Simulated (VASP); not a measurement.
# Cd3SO2 (P3m1) in VASP: notebook

The runs below take Cd3SO2 through single point, relaxation of cell and atoms, with PBE.

All numbers are computed with VASP 6.6.1; they aren't measurements. Logs are shortened: lines on timing, memory, paths and dates and some standing lists are left out, and cuts for length are marked.

## (1) The cell of the first run

It takes space group P3m1 (No. 156, trigonal). Conventional cell: a = 3.798 Å, b = 3.798 Å, c = 9.421 Å, α = 90.00°, β = 90.00°, γ = 120.00°. Within 2.9 Å of Cd (site symmetry 3m) lie 1 O at 2.20 Å and 3 S at 2.49 Å. Cd (site symmetry 3m) has 3 O at 2.28 Å and 1 S at 2.55 Å within 3.0 Å. Cd (site symmetry 3m) has 4 O at 2.22 to 2.28 Å within 2.9 Å. S (site symmetry 3m) has 4 Cd at 2.49 to 2.55 Å within 3.3 Å. Within 2.9 Å of O (site symmetry 3m) lie 4 Cd at 2.20 to 2.28 Å. Within 2.9 Å of O (site symmetry 3m) lie 4 Cd at 2.22 to 2.28 Å.

## (2) Single point, PBE

File INCAR:

```
  PREC = Accurate
  ENCUT = 520
  EDIFF = 1E-6
  ISMEAR = 0
  SIGMA = 0.15
  LREAL = False
  LASPH = True
  NELM = 60
  ALGO = Normal
  ISIF = 2
  LWAVE = False
  LCHARG = True
  GGA = PE
  LELF = True
  LVHAR = True
  NBANDS = 36
```

File KPOINTS:

```
regular mesh
0
Gamma
  4 4 2
```

File POSCAR:

```
Cd3SO2
1.0
    3.7978099643      0.0000000000      0.0000000000
   -1.8989049821      3.2889999078      0.0000000000
    0.0000000000      0.0000000000      9.4205543934
Cd S O
3 1 2
Direct
    0.6666666667      0.3333333333      0.8831675868
    0.0000000000      0.0000000000      0.2794000459
    0.3333333333      0.6666666667      0.5825291689
    0.0000000000      0.0000000000      0.0082077501
    0.6666666667      0.3333333333      0.6497338292
    0.3333333333      0.6666666667      0.3469616191
```

Potentials or basis: VASP PAW PBE potentials, release 64 (Cd, S, O).

The run is started by

```
$ cat potpaw_PBE.64/Cd/POTCAR potpaw_PBE.64/S/POTCAR potpaw_PBE.64/O/POTCAR > POTCAR
$ mpirun -np 1 vasp_std > vasp.out
```

OUTCAR:

```text
PREC = Accurate
   ENCUT = 520
   EDIFF = 1E-6
   ISMEAR = 0
   LREAL = False
   LASPH = True
   NELM = 60
   ISIF = 2
   GGA = PE

 ion  position               nearest neighbor table
   1  0.667  0.333  0.883-   5 2.20   4 2.49   4 2.49   4 2.49   3 3.58   3 3.58   3 3.58
   2  0.000  0.000  0.279-   6 2.28   6 2.28   6 2.28   4 2.55   3 3.60   3 3.60   3 3.60
   3  0.333  0.667  0.583-   6 2.22   5 2.28   5 2.28   5 2.28   1 3.58   1 3.58   1 3.58   2 3.60
                             2 3.60   2 3.60
   4  0.000  0.000  0.008-   1 2.49   1 2.49   1 2.49   2 2.55
   5  0.667  0.333  0.650-   1 2.20   3 2.28   3 2.28   3 2.28
   6  0.333  0.667  0.347-   3 2.22   2 2.28   2 2.28   2 2.28

  LATTYP: Found a hexagonal cell.
 ALAT       =     3.7978099643
 C/A-ratio  =     2.4805228492

  Lattice vectors:

 A1 = (   3.7978099643,   0.0000000000,   0.0000000000)
 A2 = (  -1.8989049821,   3.2889999078,   0.0000000000)
 A3 = (   0.0000000000,   0.0000000000,   9.4205543934)

Analysis of symmetry for initial positions (statically):
=====================================================================
 Subroutine PRICEL returns:
 Original cell was already a primitive cell.

 Routine SETGRP: Setting up the symmetry group for a
 hexagonal supercell.

 Subroutine GETGRP returns: Found  6 space group operations
 (whereof  6 operations were pure point group operations)
 out of a pool of 24 trial point group operations.

The static configuration has the point symmetry C_3v.

Analysis of symmetry for dynamics (positions and initial velocities):
=====================================================================
 Subroutine PRICEL returns:
 Original cell was already a primitive cell.

 Routine SETGRP: Setting up the symmetry group for a
 hexagonal supercell.

 Subroutine GETGRP returns: Found  6 space group operations
 (whereof  6 operations were pure point group operations)
 out of a pool of 24 trial point group operations.

The dynamic configuration has the point symmetry C_3v.

 Subroutine INISYM returns: Found  6 space group operations
 (whereof  6 operations are pure point group operations),
 and found     1 'primitive' translations

----------------------------------------------------------------------------------------

                                     Primitive cell

  volume of cell :     117.6721

  direct lattice vectors                    reciprocal lattice vectors
     3.797809964  0.000000000  0.000000000     0.263309647  0.152021895  0.000000000
    -1.898904982  3.288999908  0.000000000     0.000000000  0.304043791  0.000000000
     0.000000000  0.000000000  9.420554393     0.000000000  0.000000000  0.106150865

  length of vectors
     3.797809964  3.797809964  9.420554393     0.304043791  0.304043791  0.106150865

  position of ions in fractional coordinates (direct lattice)
     0.666666667  0.333333333  0.883167587
     0.000000000  0.000000000  0.279400046
     0.333333333  0.666666667  0.582529169
     0.000000000  0.000000000  0.008207750
     0.666666667  0.333333333  0.649733829
     0.333333333  0.666666667  0.346961619

  ion indices of the primitive-cell ions
   primitive index   ion index
                 1           1
                 2           2
                 3           3
                 4           4
                 5           5
                 6           6

----------------------------------------------------------------------------------------

 KPOINTS: regular mesh

Automatic generation of k-mesh.
 Grid dimensions read from file:
 generate k-points for:    4    4    2

 Generating k-lattice:

  Cartesian coordinates                     Fractional coordinates (reciprocal lattice)
     0.065827412  0.038005474  0.000000000     0.250000000 -0.000000000  0.000000000
     0.000000000  0.076010948  0.000000000     0.000000000  0.250000000  0.000000000
     0.000000000  0.000000000  0.053075433     0.000000000  0.000000000  0.500000000

  Length of vectors
     0.076010948  0.076010948  0.053075433

[... 55 lines left out ...]
      1     -16.0035      2.00000
      2     -15.7898      2.00000
      3     -11.1598      2.00000
      4      -6.6687      2.00000
      5      -6.6130      2.00000
      6      -6.5047      2.00000
[... 28 lines left out ...]
     35       9.4878      0.00000
     36       9.9019      0.00000

 k-point     3 :       0.5000   -0.0000    0.0000
  band No.  band energies     occupation
      1     -15.9326      2.00000
      2     -15.7367      2.00000
      3     -10.9332      2.00000
      4      -6.6052      2.00000
      5      -6.5542      2.00000
      6      -6.5222      2.00000
[... 28 lines left out ...]
     35       9.1311      0.00000
     36       9.6038      0.00000

 k-point     4 :       0.2500    0.2500    0.0000
  band No.  band energies     occupation
      1     -15.9333      2.00000
      2     -15.7371      2.00000
      3     -10.9355      2.00000
      4      -6.6126      2.00000
      5      -6.5183      2.00000
      6      -6.4282      2.00000
[... 28 lines left out ...]
     35       8.9152      0.00000
     36       9.5241      0.00000

 k-point     5 :       0.0000    0.0000    0.5000
  band No.  band energies     occupation
      1     -16.0745      2.00000
      2     -15.8447      2.00000
      3     -11.3823      2.00000
      4      -6.6997      2.00000
      5      -6.6997      2.00000
      6      -6.6597      2.00000
[... 28 lines left out ...]
     35      10.7101      0.00000
     36      10.8191      0.00000

 k-point     6 :       0.2500   -0.0000    0.5000
  band No.  band energies     occupation
      1     -16.0031      2.00000
      2     -15.7903      2.00000
      3     -11.1603      2.00000
      4      -6.6576      2.00000
      5      -6.6116      2.00000
      6      -6.4871      2.00000
[... 28 lines left out ...]
     35       9.5085      0.00000
     36       9.7816      0.00000

 k-point     7 :       0.5000   -0.0000    0.5000
  band No.  band energies     occupation
      1     -15.9326      2.00000
      2     -15.7367      2.00000
      3     -10.9332      2.00000
      4      -6.6003      2.00000
      5      -6.5732      2.00000
      6      -6.4737      2.00000
[... 28 lines left out ...]
     35       9.1515      0.00000
     36      10.3398      0.00000

 k-point     8 :       0.2500    0.2500    0.5000
  band No.  band energies     occupation
      1     -15.9332      2.00000
      2     -15.7371      2.00000
      3     -10.9356      2.00000
      4      -6.6130      2.00000
      5      -6.4972      2.00000
      6      -6.4214      2.00000
[... 28 lines left out ...]
     35       9.1560      0.00000
     36       9.3666      0.00000

------------------------ aborting loop because EDIFF is reached ----------------------------------------

  FORCE on cell =-STRESS in cart. coord.  units (eV):
  Direction    XX          YY          ZZ          XY          YZ          ZX
  --------------------------------------------------------------------------------------
  -------------------------------------------------------------------------------------
  Total        0.4019540      0.4019540      0.6984509      0.0000000      0.0000000      0.0000000
  in kB        5.4728482      5.4728482      9.5098335      0.0000000      0.0000000      0.0000000
  external PRESSURE =       6.8185100 kB  Pullay stress =       0.0000000 kB

 VOLUME and BASIS-vectors are now :
 -----------------------------------------------------------------------------
  energy-cutoff  :      520.00
  volume of cell :      117.67
      direct lattice vectors                 reciprocal lattice vectors
     3.797809964  0.000000000  0.000000000     0.263309647  0.152021895  0.000000000
    -1.898904982  3.288999908  0.000000000     0.000000000  0.304043791  0.000000000
     0.000000000  0.000000000  9.420554393     0.000000000  0.000000000  0.106150865

 POSITION                                       TOTAL-FORCE (eV/Angst)
 -----------------------------------------------------------------------------------
      1.89890      1.09633      8.31993         0.000000     -0.000000      0.012757
      0.00000      0.00000      2.63210        -0.000000      0.000000      0.027108
     -0.00000      2.19267      5.48775        -0.000000      0.000000      0.021476
      0.00000      0.00000      0.07732         0.000000     -0.000000      0.012366
      1.89890      1.09633      6.12085         0.000000     -0.000000     -0.031991
     -0.00000      2.19267      3.26857        -0.000000     -0.000000     -0.041716
 -----------------------------------------------------------------------------------
    total drift:                               -0.000002      0.000001     -0.001335

  FREE ENERGIE OF THE ION-ELECTRON SYSTEM (eV)
  ---------------------------------------------------
  free  energy   TOTEN  =       -21.1058626768 eV

  energy  without entropy=      -21.0974441000  energy(sigma->0) =      -21.10165339
```

Wall time 87 s (1 thread of Intel Xeon 8259CL, shared host); peak memory 0.23 GiB.

What came out:

| Property | Result |
| --- | --- |
| Free energy | -21.1059 eV |
| Pressure | 0.7 GPa |
| Largest force | 0.042 eV/Å |
| Band gap on the k mesh | zero (filled and empty bands touch) |

Forces on the atoms (eV/Å):
```
Cd   0.000  0.000  0.013
Cd   0.000  0.000  0.027
Cd   0.000  0.000  0.021
S    0.000  0.000  0.012
O    0.000  0.000 -0.032
O    0.000  0.000 -0.042
```

Stress tensor (GPa, compression positive):
```
0.55 0.00 0.00
0.00 0.55 0.00
0.00 0.00 0.95
```

Caveat: the k points lie up to 0.48 Å⁻¹ apart; semilocal functionals underestimate gaps, and a narrow one can read as zero.

## (3) Relaxation of cell and atoms, PBE

This run uses another cell than the first one, of 19.22 Å³/atom.

File INCAR:

```
SYSTEM = Cd3SO2
PREC = Accurate ; ENCUT = 600
EDIFF = 1E-6 ; ISMEAR = 0
SIGMA = 0.15 ; LREAL = .FALSE.
LASPH = .TRUE. ; NELM = 60
ALGO = Normal ; ISIF = 3
LWAVE = .FALSE. ; LCHARG = .FALSE.
GGA = PE ; IBRION = 2
NSW = 36 ; EDIFFG = -0.08
```

File KPOINTS:

```
regular mesh
0
G
  4 4 2
  0 0 0
```

File POSCAR:

```
Cd3SO2
1.0
    3.7900000000      0.0000000000      0.0000000000
   -1.8950000000      3.2822362800      0.0000000000
    0.0000000000      0.0000000000      9.2700000000
Cd S O
3 1 2
Direct
    0.6666666700      0.3333333300      0.9167000000
    0.0000000000      0.0000000000      0.2500000000
    0.3333333300      0.6666666700      0.5833000000
    0.0000000000      0.0000000000      0.0000000000
    0.6666666700      0.3333333300      0.6667000000
    0.3333333300      0.6666666700      0.3333000000
```

Potentials or basis: VASP PAW PBE potentials, release 64 (Cd, S, O).

The run is started by

```
$ cat potpaw_PBE.64/Cd/POTCAR potpaw_PBE.64/S/POTCAR potpaw_PBE.64/O/POTCAR > POTCAR
$ mpirun -np 1 vasp_std > vasp.out
```

Run time: 9.8 min. Hardware: 1 thread of Intel Xeon 8259CL, shared host; peak memory 0.28 GiB.

It converged, with:

```
Free energy                           : -21.1075 eV
Relaxed volume                        : 19.76 Å³/atom
Relaxed cell                          : a = 3.810 Å, b = 3.810 Å, c = 9.431 Å, α = 90.00°, β = 90.00°, γ = 120.00°
Space group after relaxing (to 0.1 Å) : P3m1 (No. 156)
Energy gained by relaxing             : 134.5 meV/atom
Ionic steps                           : 10
Pressure after relaxing               : 0.0 GPa
Largest force after relaxing          : 0.039 eV/Å
Band gap on the k mesh                : zero (filled and empty bands touch)
```

Forces on the atoms (eV/Å):
```
Cd   0.000  0.000 -0.012
Cd   0.000  0.000 -0.039
Cd   0.000  0.000  0.025
S    0.000  0.000 -0.013
O    0.000  0.000  0.008
O    0.000  0.000  0.031
```

Stress tensor (GPa, compression positive):
```
-0.09  0.00  0.00
 0.00 -0.09  0.00
 0.00  0.00  0.14
```

Step by step:
```tsv
step	energy change (eV)	largest force (eV/Å)	pressure (GPa)	volume (Å³)
1	0.0000	2.5637	5.00	115.32
2	-0.4799	1.0834	-2.60	125.61
3	-0.4826	0.9719	-3.01	126.42
4	-0.6608	0.9103	-1.09	121.87
5	-0.6999	1.3427	0.76	118.61
6	-0.7949	0.2333	0.97	117.25
7	-0.7965	0.2114	1.05	117.03
8	-0.8041	0.0843	-0.66	119.59
9	-0.8057	0.1134	-0.20	118.83
10	-0.8068	0.0393	-0.01	118.57
```

Final structure:
```
Cd S O
1.0
     3.81009    0.00000    0.00000
    -1.90505    3.29963    0.00000
     0.00000    0.00000    9.43123
Cd S O
3 1 2
Direct
  0.66667 0.33333 0.88365
  0.00000 0.00000 0.28067
  0.33333 0.66667 0.58216
  0.00000 0.00000 0.00843
  0.66667 0.33333 0.64915
  0.33333 0.66667 0.34595
```

Levels at points of the mesh, in eV from the Fermi level:
```csv
k point,band 23,band 24,band 25,band 26,band 27,band 28,band 29,band 30,band 31,band 32
"(0.00, 0.00, 0.00)",-1.17,-1.17,-0.97,-0.76,-0.07,-0.07,2.07,3.23,5.51,7.35
"(0.50, 0.00, 0.00)",-2.41,-1.90,-1.87,-1.81,-0.96,2.96,3.44,4.00,4.70,5.62
"(0.00, 0.00, 0.50)",-1.50,-1.14,-1.14,-0.08,-0.08,0.44,1.01,3.78,6.00,6.59
"(0.50, 0.00, 0.50)",-2.43,-2.35,-1.93,-1.33,-0.92,2.65,3.59,4.01,4.96,5.63
```

Caveat: the k points lie up to 0.48 Å⁻¹ apart in the final cell; semilocal functionals underestimate gaps, and a narrow one can read as zero; the relaxation stopped at a loose force limit of 0.08 eV/Å, so its end isn't a converged minimum.

## (4) Single point, PBE

This run uses another cell than the first one: it holds 12 atoms, not 6.

File INCAR:

```
SYSTEM = Cd3SO2
PREC = Accurate
ENCUT = 520
EDIFF = 1E-6
ISMEAR = 0
SIGMA = 0.2
LREAL = .False.
LASPH = .True.
NELM = 80
ALGO = Normal
ISIF = 2
LWAVE = .False.
LCHARG = .True.
GGA = PE
LELF = .True.
LVHAR = .True.
NBANDS = 66
```

File KPOINTS:

```
regular mesh
0
Gamma
  6 6 2
  0 0 0
```

File POSCAR:

```
Cd3SO2
1.0
    3.7942600694      0.0000000000      0.0000000000
   -1.8971300347      3.2859256087      0.0000000000
    0.0000000000      0.0000000000     18.8638573361
Cd S O
6 2 4
Direct
    0.6666666667      0.3333333333      0.4416265717
    0.6666666667      0.3333333333      0.9416265717
    0.0000000000      0.0000000000      0.1395239500
    0.0000000000      0.0000000000      0.6395239500
    0.3333333333      0.6666666667      0.2912189127
    0.3333333333      0.6666666667      0.7912189127
    0.0000000000      0.0000000000      0.0041320416
    0.0000000000      1.0000000000      0.5041320416
    0.6666666667      0.3333333333      0.3248631773
    0.6666666667      0.3333333333      0.8248631773
    0.3333333333      0.6666666667      0.1736353467
    0.3333333333      0.6666666667      0.6736353467
```

The run is started by

```
$ cat potpaw_PBE.64/Cd/POTCAR potpaw_PBE.64/S/POTCAR potpaw_PBE.64/O/POTCAR > POTCAR
$ mpirun -np 1 vasp_std > vasp.out
```

Wall time 6.8 min (1 thread of Intel Xeon 8259CL, shared host); peak memory 0.42 GiB.

The run converged. Its results:

```yaml
Free_energy: -42.2381 eV
Pressure: 0.7 GPa
Largest_force: 0.045 eV/Å
Band_gap_on_the_k_mesh: zero (filled and empty bands overlap)
```

Forces in eV/Å, atoms in the order of the input:
```
Cd   0.000  0.000  0.025
Cd   0.000  0.000  0.025
Cd   0.000  0.000 -0.003
Cd   0.000  0.000 -0.003
Cd   0.000  0.000  0.031
Cd   0.000  0.000  0.031
S    0.000  0.000  0.023
S    0.000  0.000  0.023
O    0.000  0.000 -0.030
O    0.000  0.000 -0.030
O    0.000  0.000 -0.045
O    0.000  0.000 -0.045
```

Stress tensor (GPa, compression positive):
```
0.60 0.00 0.00
0.00 0.60 0.00
0.00 0.00 0.86
```

Levels at points of the mesh, in eV from the Fermi level:
```csv
k point,band 52,band 53,band 54,band 55,band 56,band 57
"(0.00, 0.00, 0.00)",-0.08,-0.08,-0.07,-0.07,0.40,0.98
"(0.50, 0.00, 0.00)",-1.40,-0.97,-0.93,2.62,2.93,3.42
"(0.00, 0.00, 0.50)",-0.17,-0.07,-0.07,-0.07,-0.07,1.56
"(0.50, 0.00, 0.50)",-1.57,-0.95,-0.95,2.77,2.77,3.50
```

Caveat: semilocal functionals underestimate gaps, and a narrow one can read as zero.

## (5) Single point, PBE

File INCAR:

```
SYSTEM = Cd3SO2
  ALGO = Normal
  EDIFF = 1E-6
  ENCUT = 520
  GGA = PE
  ISIF = 2
  ISMEAR = 0
  LASPH = .TRUE.
  LCHARG = .FALSE.
  LREAL = .FALSE.
  LWAVE = .FALSE.
  NBANDS = 36
  NELM = 100
  PREC = Accurate
  SIGMA = 0.1
```

File KPOINTS:

```
k-points
0
G
  12 12 4
  0 0 0
```

File POSCAR:

```
Cd3SO2
1.0
    3.7942600694      0.0000000000      0.0000000000
   -1.8971300347      3.2859256087      0.0000000000
    0.0000000000      0.0000000000      9.4319286680
Cd S O
3 1 2
Direct
    0.6666666667      0.3333333333      0.8832531433
    0.0000000000      0.0000000000      0.2790479000
    0.3333333333      0.6666666667      0.5824378254
    0.0000000000      0.0000000000      0.0082640832
    0.6666666667      0.3333333333      0.6497263547
    0.3333333333      0.6666666667      0.3472706934
```

The run is started by

```
$ cat potpaw_PBE.64/Cd/POTCAR potpaw_PBE.64/S/POTCAR potpaw_PBE.64/O/POTCAR > POTCAR
$ mpirun -np 1 vasp_std > vasp.out
```

Run time: 6.2 min. Hardware: 1 thread of Intel Xeon 8259CL, shared host; peak memory 0.38 GiB.

It converged, with:

```
Free energy            : -21.1148 eV
Pressure               : 0.7 GPa
Largest force          : 0.041 eV/Å
Band gap on the k mesh : zero (bands 27 and 28 overlap by 0.04 eV)
```

Forces in eV/Å, atoms in the order of the input:
```
Cd   0.000  0.000  0.037
Cd   0.000  0.000 -0.018
Cd   0.000  0.000  0.030
S    0.000  0.000  0.025
O    0.000  0.000 -0.034
O    0.000  0.000 -0.041
```

Stress tensor (GPa, compression positive):
```
0.62 0.00 0.00
0.00 0.62 0.00
0.00 0.00 0.82
```

Levels at points of the mesh, in eV from the Fermi level:
| k point | band 24 | band 25 | band 26 | band 27 | band 28 | band 29 | band 30 | band 31 |
| --- | --- | --- | --- | --- | --- | --- | --- | --- |
| (0.00, 0.00, 0.00) | -1.19 | -0.96 | -0.76 | 0.00 | 0.00 | 2.09 | 3.29 | 5.55 |
| (0.50, 0.00, 0.00) | -1.91 | -1.90 | -1.83 | -0.91 | 2.99 | 3.47 | 4.02 | 4.75 |
| (0.00, 0.00, 0.50) | -1.15 | -1.15 | -0.01 | -0.01 | 0.45 | 1.03 | 3.86 | 6.02 |
| (0.50, 0.00, 0.50) | -2.38 | -1.94 | -1.34 | -0.87 | 2.67 | 3.62 | 4.05 | 4.99 |

Caveat: semilocal functionals underestimate gaps, and a narrow one can read as zero.

## (6) Overview

```tsv
task	cell	k mesh	cutoff (eV)	smearing	gap on the mesh (eV)	pressure (GPa)	largest force (eV/Å)
single point	a = 3.798, b = 3.798, c = 9.421 Å, angles 90.0, 90.0, 120.0°, 6 atoms, atomic positions A	4 × 4 × 2	520	gaussian 0.15 eV	none	0.7	0.04
relaxation of cell and atoms	relaxed from a = 3.790, b = 3.790, c = 9.270 Å, angles 90.0, 90.0, 120.0°, 6 atoms, atomic positions B	4 × 4 × 2	600	gaussian 0.15 eV	none	0.0	0.04
single point	a = 3.794, b = 3.794, c = 18.864 Å, angles 90.0, 90.0, 120.0°, 12 atoms, atomic positions C	6 × 6 × 2	520	gaussian 0.2 eV	none	0.7	0.05
single point	a = 3.794, b = 3.794, c = 9.432 Å, angles 90.0, 90.0, 120.0°, 6 atoms, atomic positions D	12 × 12 × 4	520	gaussian 0.1 eV	none	0.7	0.04
```

Alike in all rows: level PBE; potentials or basis VASP PAW PBE potentials, release 64 (Cd, S, O); no spin polarisation.

Caveats: some runs use coarse meshes; semilocal functionals underestimate gaps, and a narrow one can read as zero; the relaxation stopped at a loose force limit of 0.08 eV/Å, so its end isn't a converged minimum (at least some runs).

Total energies depend on the potentials used, so only differences within one code and one set of settings carry meaning.
